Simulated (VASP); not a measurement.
# CdF2 (Fm-3m) in VASP: further runs, part 2 of 2

VASP 6.6.1. The steps go on from the part before.

## 4. Relaxation of cell and atoms, PBEsol, target pressure 7 GPa, at which the enthalpy is minimised

Contents of INCAR:

```
SYSTEM = CdF2
  PREC = Accurate
  ENCUT = 600
  EDIFF = 1E-6
  ISMEAR = 0
  SIGMA = 0.01
  LREAL = .FALSE.
  LASPH = .TRUE.
  NELM = 60
  ALGO = Normal
  ISIF = 3
  LWAVE = .FALSE.
  LCHARG = .FALSE.
  GGA = PS
  IBRION = 2
  NSW = 100
  EDIFFG = -0.002
  PSTRESS = 70.0
```

Contents of KPOINTS:

```
Automatic mesh
0
G
  6 6 6
  0 0 0
```

Contents of POSCAR:

```
CdF2
1.0
    0.0000000000      2.6921157986      2.6921157986
    2.6921157986      0.0000000000      2.6921157986
    2.6921157986      2.6921157986      0.0000000000
Cd F
1 2
Direct
    0.0000000000      0.0000000000      0.0000000000
    0.2500000000      0.2500000000      0.2500000000
    0.7500000000      0.7500000000      0.7500000000
```

Potentials or basis: VASP PAW PBE potentials, release 64 (Cd, F).

The run is started by

```bash
cat potpaw_PBE.64/Cd/POTCAR potpaw_PBE.64/F/POTCAR > POTCAR
mpirun -np 1 vasp_std > vasp.out
```

OUTCAR:

```text
SYSTEM = CdF2
   PREC = Accurate
   ENCUT = 600
   EDIFF = 1E-6
   ISMEAR = 0
   LREAL = .FALSE.
   LASPH = .TRUE.
   NELM = 60
   ISIF = 3
   GGA = PS
   IBRION = 2
   NSW = 100
   EDIFFG = -0.002
   PSTRESS = 70.0

 ion  position               nearest neighbor table
   1  0.000  0.000  0.000-   3 2.33   3 2.33   3 2.33   2 2.33   3 2.33   2 2.33   2 2.33   2 2.33

   2  0.250  0.250  0.250-   1 2.33   1 2.33   1 2.33   1 2.33
   3  0.750  0.750  0.750-   1 2.33   1 2.33   1 2.33   1 2.33

  LATTYP: Found a face centered cubic cell.
 ALAT       =     5.3842315972

  Lattice vectors:

 A1 = (   0.0000000000,   2.6921157986,   2.6921157986)
 A2 = (   2.6921157986,   0.0000000000,   2.6921157986)
 A3 = (   2.6921157986,   2.6921157986,   0.0000000000)

Analysis of symmetry for initial positions (statically):
=====================================================================
 Subroutine PRICEL returns:
 Original cell was already a primitive cell.

 Routine SETGRP: Setting up the symmetry group for a
 face centered cubic supercell.

 Subroutine GETGRP returns: Found 48 space group operations
 (whereof 48 operations were pure point group operations)
 out of a pool of 48 trial point group operations.

The static configuration has the point symmetry O_h .

Analysis of symmetry for dynamics (positions and initial velocities):
=====================================================================
 Subroutine PRICEL returns:
 Original cell was already a primitive cell.

 Routine SETGRP: Setting up the symmetry group for a
 face centered cubic supercell.

 Subroutine GETGRP returns: Found 48 space group operations
 (whereof 48 operations were pure point group operations)
 out of a pool of 48 trial point group operations.

The dynamic configuration has the point symmetry O_h .

 Subroutine INISYM returns: Found 48 space group operations
 (whereof 48 operations are pure point group operations),
 and found     1 'primitive' translations

----------------------------------------------------------------------------------------

                                     Primitive cell

  volume of cell :      39.0222

  direct lattice vectors                    reciprocal lattice vectors
     0.000000000  2.692115799  2.692115799    -0.185727523  0.185727523  0.185727523
     2.692115799  0.000000000  2.692115799     0.185727523 -0.185727523  0.185727523
     2.692115799  2.692115799  0.000000000     0.185727523  0.185727523 -0.185727523

  length of vectors
     3.807226674  3.807226674  3.807226674     0.321689507  0.321689507  0.321689507

  position of ions in fractional coordinates (direct lattice)
     0.000000000  0.000000000  0.000000000
     0.250000000  0.250000000  0.250000000
     0.750000000  0.750000000  0.750000000

  ion indices of the primitive-cell ions
   primitive index   ion index
                 1           1
                 2           2
                 3           3

----------------------------------------------------------------------------------------

 KPOINTS: Automatic mesh

Automatic generation of k-mesh.
 Grid dimensions read from file:
 generate k-points for:    6    6    6

 Generating k-lattice:

  Cartesian coordinates                     Fractional coordinates (reciprocal lattice)
    -0.030954587  0.030954587  0.030954587     0.166666667  0.000000000  0.000000000
     0.030954587 -0.030954587  0.030954587     0.000000000  0.166666667  0.000000000
     0.030954587  0.030954587 -0.030954587     0.000000000  0.000000000  0.166666667

  Length of vectors
     0.053614918  0.053614918  0.053614918

  Shift w.r.t. Gamma in fractional coordinates (k-lattice)
     0.000000000  0.000000000  0.000000000

 Subroutine IBZKPT returns following result:
 ===========================================

 Found     16 irreducible k-points:

 Following reciprocal coordinates:
            Coordinates               Weight
  0.000000  0.000000  0.000000      1.000000
  0.166667  0.000000  0.000000      8.000000
  0.333333  0.000000  0.000000      8.000000
  0.500000  0.000000  0.000000      4.000000
  0.166667  0.166667  0.000000      6.000000
  0.333333  0.166667  0.000000     24.000000
[... 8 lines left out ...]
 -0.333333  0.333333  0.166667     24.000000
 -0.333333  0.500000  0.166667     12.000000
   k-points           NKPTS =     16   k-points in BZ     NKDIM =     16   number of bands    NBANDS=     17
   number of dos      NEDOS =    301   number of ions     NIONS =      3
   total plane-waves  NPLWV =  27000
   dimension x,y,z NGX =    30 NGY =   30 NGZ =   30
   dimension x,y,z NGXF=    60 NGYF=   60 NGZF=   60
   ions per type =               1   2
   NGX,Y,Z   is equivalent  to a cutoff of  13.10, 13.10, 13.10 a.u.
   NGXF,Y,Z  is equivalent  to a cutoff of  26.20, 26.20, 26.20 a.u.
 SYSTEM =  CdF2
   PREC   = accura    normal or accurate (medium, high low for compatibility)
   ISTART =      0    job   : 0-new  1-cont  2-samecut
   ICHARG =      2    charge: 1-file 2-atom 10-const
   ISPIN  =      1    spin polarized calculation?
   LNONCOLLINEAR =      F non collinear calculations
   LSORBIT =      F    spin-orbit coupling
   LASPH  =      T    aspherical Exc in radial PAW
   ENCUT  =  600.0 eV  44.10 Ry    6.64 a.u.   7.60  7.60  7.60*2*pi/ulx,y,z
   NELM   =     60;   NELMIN=  2; NELMDL= -5     # of ELM steps
   EDIFF  = 0.1E-05   stopping-criterion for ELM
   LREAL  =      F    real-space projection
   EDIFFG = -.2E-02   stopping-criterion for IOM
   NSW    =    100    number of steps for IOM
   IBRION =      2    ionic relax: 0-MD 1-quasi-New 2-CG
   NFREE  =      1    steps in history (QN), initial steepest desc. (CG)
   ISIF   =      3    stress and relaxation
   ISYM   =      2    0-nonsym 1-usesym 2-fastsym
   POTIM  = 0.5000    time-step for ionic-motion
   TEBEG  =    0.0;   TEEND  =   0.0 temperature during run
   PSTRESS=   70.0 pullay stress
   NELECT =      26.0000    total number of electrons
   NUPDOWN=      -1.0000    fix difference up-down
   EMIN   =  10.00;   EMAX   =-10.00  energy-range for DOS
   EFERMI =   0.00;   METHOD = LEGACY
   ISMEAR =     0;   SIGMA  =   0.01  broadening in eV -4-tet -1-fermi 0-gaus
   EFERMI_NEDOS =   21; number of points for ismear=-14 and -15
   IALGO  =     38    algorithm
   IMIX   =      4    mixing-type and parameters
     AMIX     =   0.40;   BMIX     =  1.00
     AMIX_MAG =   1.60;   BMIX_MAG =  1.00
  volume/ion in A,a.u.               =      13.01        87.78
  Fermi-wavevector in a.u.,A,eV,Ry     =   1.429867  2.702056 27.817366  2.044519
  Thomas-Fermi vector in A             =   2.549774
   LORBIT       =      0    0 simple, 1 ext, 2 COOP (PROOUT), +10 PAW based schemes
   GGA     = PS    functional components
   LHFCALC =     F    Hartree Fock is set to
   AEXX    =    0.0000 exact exchange contribution
   IVDW    =     0    specifies the selected vdW correction
   LEPSILON=     F    determine dielectric tensor
   LRPA    =     F    only Hartree local field effects (RPA)
 conjugate gradient relaxation of ions
 non-spin polarized calculation
 Gauss-broadening in eV      SIGMA  =   0.01
  energy-cutoff  :      600.00
  volume of cell :       39.02
 maximum number of plane-waves:      1315
   NGX = 15   NGY = 15   NGZ = 15

--------------------------------------- Ionic step        1  -------------------------------------------

 number of electron      25.9999978 magnetization

 Free energy of the ion-electron system (eV)
  ---------------------------------------------------
  ext. energy  EPLUGINS =         0.00000000
  ---------------------------------------------------
  free energy    TOTEN  =       -11.59626468 eV

  energy without entropy =      -11.59626468  energy(sigma->0) =      -11.59626468

------------------------ aborting loop because EDIFF is reached ----------------------------------------

  FORCE on cell =-STRESS in cart. coord.  units (eV):
  Direction    XX          YY          ZZ          XY          YZ          ZX
  --------------------------------------------------------------------------------------
  -------------------------------------------------------------------------------------
  Total        0.1552060      0.1552060      0.1552060      0.0000000     -0.0000000      0.0000000
  in kB        6.3724722      6.3724722      6.3724722      0.0000000     -0.0000000      0.0000000
  external PRESSURE =     -63.6275278 kB  Pullay stress =      70.0000000 kB
[... 63 lines left out ...]
  enthalpy is  TOTEN    =        -9.9208478323 eV   P V=        1.5805885397

--------------------------------------- Ionic step        3  -------------------------------------------

 number of electron      26.0000015 magnetization

 Free energy of the ion-electron system (eV)
  ---------------------------------------------------
  ext. energy  EPLUGINS =         0.00000000
  ---------------------------------------------------
  free energy    TOTEN  =       -11.55249364 eV

  energy without entropy =      -11.55249364  energy(sigma->0) =      -11.55249364

 E-fermi :  -0.9147     XC(G=0): -11.0049

 val. band max:       -1.0512772371   @ k =  -0.3333   0.5000   0.1667
 cond. band min:       2.0544134235   @ k =   0.0000   0.0000   0.0000
 fundamental gap:      3.1056906607
 Fermi energy:        -0.9146581144

 k-point     1 :       0.0000    0.0000    0.0000
  band No.  band energies     occupation
      1     -22.0630      2.00000
      2     -20.7668      2.00000
      3      -6.8573      2.00000
      4      -6.8573      2.00000
      5      -6.8573      2.00000
      6      -5.3563      2.00000
[... 9 lines left out ...]
     16      11.7068      0.00000
     17      11.7068      0.00000
[... 328 lines left out ...]
  FREE ENERGIE OF THE ION-ELECTRON SYSTEM (eV)
  ---------------------------------------------------
  free  energy   TOTEN  =       -11.5524936382 eV

  energy  without entropy=      -11.5524936382  energy(sigma->0) =      -11.55249364

  enthalpy is  TOTEN    =        -9.9316149756 eV   P V=        1.6208786626

 reached required accuracy - stopping structural energy minimisation
```

OSZICAR:

```text
N       E                     dE             d eps       ncg     rms          rms(c)
DAV:   1     0.220828885329E+03    0.22083E+03   -0.17040E+04   544   0.173E+03
DAV:   2    -0.349184243757E+01   -0.22432E+03   -0.21553E+03   627   0.410E+02
DAV:   3    -0.129731514816E+02   -0.94813E+01   -0.94637E+01   581   0.940E+01
[... 27 lines left out ...]
DAV:   4    -0.115528921153E+02    0.15819E-02   -0.40911E-03   563   0.873E-01    0.524E-01
DAV:   5    -0.115525292449E+02    0.36287E-03   -0.94644E-04   565   0.406E-01    0.494E-02
DAV:   6    -0.115524912262E+02    0.38019E-04   -0.14417E-04   662   0.270E-01    0.129E-02
DAV:   7    -0.115524939809E+02   -0.27547E-05   -0.22655E-05   553   0.577E-02    0.651E-03
DAV:   8    -0.115524936382E+02    0.34267E-06   -0.35309E-06   572   0.321E-02
   3 F= -.99316150E+01 E0= -.99316150E+01  d E =-.402493E-01
```

Wall time 19 s (1 thread of Intel Xeon 6975P-C (Granite Rapids), shared host); peak memory 0.17 GiB.

What came out:

```
Free energy                                                : -11.5525 eV
Relaxed volume                                             : 12.37 Å³/atom
Relaxed cell                                               : a = 3.744 Å, b = 3.744 Å, c = 3.744 Å, α = 60.00°, β = 60.00°, γ = 60.00°
Space group after relaxing (to 0.1 Å)                      : Fm-3m (No. 225)
Energy change on relaxing (the run minimises the enthalpy) : +14.6 meV/atom
Ionic steps                                                : 3
Pressure after relaxing                                    : 7.0 GPa
Band gap on the k mesh                                     : 3.11 eV (least direct gap 3.50 eV)
```

The path:
| step | energy change (eV) | largest force (eV/Å) | pressure (GPa) | volume (Å³) |
| --- | --- | --- | --- | --- |
| 1 | 0.0000 | 0.0000 | 0.64 | 39.02 |
| 2 | 0.0948 | 0.0000 | 10.85 | 36.18 |
| 3 | 0.0438 | 0.0000 | 7.00 | 37.10 |

Final structure:
```xyz
3
Lattice="0.0000 2.6471 2.6471 2.6471 0.0000 2.6471 2.6471 2.6471 0.0000" Properties=species:S:1:pos:R:3 pbc="T T T"
Cd    0.0000    0.0000    0.0000
F     1.3236    1.3236    1.3236
F     3.9707    3.9707    3.9707
```

Levels at points of the mesh, in eV from the valence-band top:
```csv
k point,band 11,band 12,band 13,band 14,band 15,band 16
"(0.00, 0.00, 0.00)",-0.40,-0.40,-0.40,3.11,12.76,12.76
"(0.50, 0.00, 0.00)",-2.07,-0.33,-0.33,7.48,9.15,14.79
"(0.50, 0.50, 0.00)",-0.60,-0.08,-0.08,8.33,9.77,11.80
```

Caveat: the cell is relaxed towards a set pressure, so the run minimises the enthalpy, not the energy; the PAW data sets were made with another functional, which shifts forces and pressure a little. A k mesh can miss the band edges.

## 5. Relaxation of cell and atoms, PBEsol, target pressure 10 GPa, at which the enthalpy is minimised

Contents of INCAR:

```
SYSTEM = CdF2
ALGO = Normal ; EDIFF = 1E-7
EDIFFG = -0.002 ; ENCUT = 600
GGA = PS ; IBRION = 2
ISIF = 3 ; ISMEAR = 0
LASPH = .TRUE. ; LCHARG = .FALSE.
LREAL = .FALSE. ; LWAVE = .FALSE.
NELM = 100 ; NSW = 100
PREC = Accurate ; PSTRESS = 100.0
SIGMA = 0.01
```

Contents of KPOINTS:

```
k-points
0
G
  6 6 6
  0 0 0
```

POSCAR is that of step 4.

The run is started by

```bash
cat potpaw_PBE.64/Cd/POTCAR potpaw_PBE.64/F/POTCAR > POTCAR
mpirun -np 1 vasp_std > vasp.out
```

Run time: 20 s. Hardware: 1 thread of Intel Xeon 6975P-C (Granite Rapids), shared host; peak memory 0.17 GiB.

It converged, with:

* Free energy: -11.5139 eV
* Relaxed volume: 12.12 Å³/atom
* Relaxed cell: a = 3.719 Å, b = 3.719 Å, c = 3.719 Å, α = 60.00°, β = 60.00°, γ = 60.00°
* Space group after relaxing (to 0.1 Å): Fm-3m (No. 225)
* Energy change on relaxing (the run minimises the enthalpy): +27.4 meV/atom
* Ionic steps: 3
* Pressure after relaxing: 10.0 GPa
* Band gap on the k mesh: 3.17 eV (least direct gap 3.54 eV)

Step by step:
```csv
step,energy change (eV),largest force (eV/Å),pressure (GPa),volume (Å³)
1,0.0000,0.0000,0.64,39.02
2,0.2069,0.0000,17.16,34.88
3,0.0823,0.0000,9.99,36.37
```

Final structure:
```xyz
3
Lattice="0.0000 2.6297 2.6297 2.6297 0.0000 2.6297 2.6297 2.6297 0.0000" Properties=species:S:1:pos:R:3 pbc="T T T"
Cd    0.0000    0.0000    0.0000
F     1.3148    1.3148    1.3148
F     3.9445    3.9445    3.9445
```

Levels at points of the mesh, in eV from the valence-band top:
| k point | band 10 | band 11 | band 12 | band 13 | band 14 | band 15 | band 16 | band 17 |
| --- | --- | --- | --- | --- | --- | --- | --- | --- |
| (0.00, 0.00, 0.00) | -1.17 | -0.36 | -0.36 | -0.36 | 3.17 | 12.84 | 12.84 | 12.84 |
| (0.50, 0.00, 0.00) | -2.16 | -2.16 | -0.31 | -0.31 | 7.63 | 9.20 | 14.97 | 14.97 |
| (0.50, 0.50, 0.00) | -3.15 | -0.64 | -0.08 | -0.08 | 8.49 | 9.88 | 11.83 | 14.78 |

Caveat: the cell is relaxed towards a set pressure, so the run minimises the enthalpy, not the energy; the PAW data sets were made with another functional, which shifts forces and pressure a little.

## 6. Relaxation of cell and atoms, PBEsol, target pressure 15 GPa, at which the enthalpy is minimised

Contents of INCAR:

```
SYSTEM = CdF2
ALGO = Normal
EDIFF = 1E-6
EDIFFG = -0.002
ENCUT = 600
GGA = PS
IBRION = 2
ISIF = 3
ISMEAR = 0
LASPH = .TRUE.
LCHARG = .FALSE.
LREAL = .FALSE.
LWAVE = .FALSE.
NELM = 80
NSW = 100
PREC = Accurate
PSTRESS = 150.0
SIGMA = 0.01
```

KPOINTS is that of step 5.

POSCAR is that of step 5.

Potentials or basis: VASP PAW PBE potentials, release 64 (Cd, F).

The run is started by

```bash
cat potpaw_PBE.64/Cd/POTCAR potpaw_PBE.64/F/POTCAR > POTCAR
mpirun -np 1 vasp_std > vasp.out
```

It took 26 s on 1 thread of Intel Xeon 6975P-C (Granite Rapids), shared host; peak memory 0.17 GiB.

The run converged. Its results:

| Quantity | Value |
| --- | --- |
| Free energy | -11.4311 eV |
| Relaxed volume | 11.77 Å³/atom |
| Relaxed cell | a = 3.682 Å, b = 3.682 Å, c = 3.682 Å, α = 60.00°, β = 60.00°, γ = 60.00° |
| Space group after relaxing (to 0.1 Å) | Fm-3m (No. 225) |
| Energy change on relaxing (the run minimises the enthalpy) | +55.0 meV/atom |
| Ionic steps | 6 |
| Pressure after relaxing | 15.0 GPa |
| Band gap on the k mesh | 3.28 eV (least direct gap 3.59 eV) |

The path:
| step | energy change (eV) | largest force (eV/Å) | pressure (GPa) | volume (Å³) |
| --- | --- | --- | --- | --- |
| 1 | 0.0000 | 0.0000 | 0.64 | 39.02 |
| 2 | 0.5124 | 0.0000 | 30.51 | 32.80 |
| 3 | 0.1627 | 0.0000 | 14.80 | 35.33 |
| 4 | 0.1694 | 0.0000 | 15.17 | 35.26 |
| 5 | 0.1640 | 0.0000 | 14.92 | 35.31 |
| 6 | 0.1651 | 0.0000 | 15.00 | 35.30 |

Final structure:
```
Cd F
1.0
     0.00000    2.60366    2.60366
     2.60366    0.00000    2.60366
     2.60366    2.60366    0.00000
Cd F
1 2
Direct
  0.00000 0.00000 0.00000
  0.25000 0.25000 0.25000
  0.75000 0.75000 0.75000
```

Levels at points of the mesh, in eV from the valence-band top:
| k point | band 10 | band 11 | band 12 | band 13 | band 14 | band 15 | band 16 | band 17 |
| --- | --- | --- | --- | --- | --- | --- | --- | --- |
| (0.00, 0.00, 0.00) | -1.27 | -0.32 | -0.32 | -0.32 | 3.28 | 12.97 | 12.97 | 12.97 |
| (0.50, 0.00, 0.00) | -2.29 | -2.29 | -0.28 | -0.28 | 7.86 | 9.28 | 15.23 | 15.23 |
| (0.50, 0.50, 0.00) | -3.17 | -0.71 | -0.08 | -0.08 | 8.73 | 10.05 | 11.88 | 15.05 |

Caveat: the cell is relaxed towards a set pressure, so the run minimises the enthalpy, not the energy; the PAW data sets were made with another functional, which shifts forces and pressure a little. A k mesh can miss the band edges.

## 7. Overview

| cell | gap on the mesh (eV) | pressure (GPa) |
| --- | --- | --- |
| relaxed to 2 GPa | 2.97 | 2.0 |
| relaxed to 4 GPa | 3.03 | 4.0 |
| relaxed to 7 GPa | 3.11 | 7.0 |
| relaxed to 10 GPa | 3.17 | 10.0 |
| relaxed to 15 GPa | 3.28 | 15.0 |

Alike in all rows: task relaxation of cell and atoms; level PBEsol; potentials or basis VASP PAW PBE potentials, release 64 (Cd, F); no spin polarisation; k mesh 6 × 6 × 6; cutoff (eV) 600; smearing gaussian 0.01 eV.

Caveats: the cell is relaxed towards a set pressure, so the run minimises the enthalpy, not the energy; the PAW data sets were made with another functional, which shifts forces and pressure a little.

Absolute energies hang on the potentials; compare differences alone.
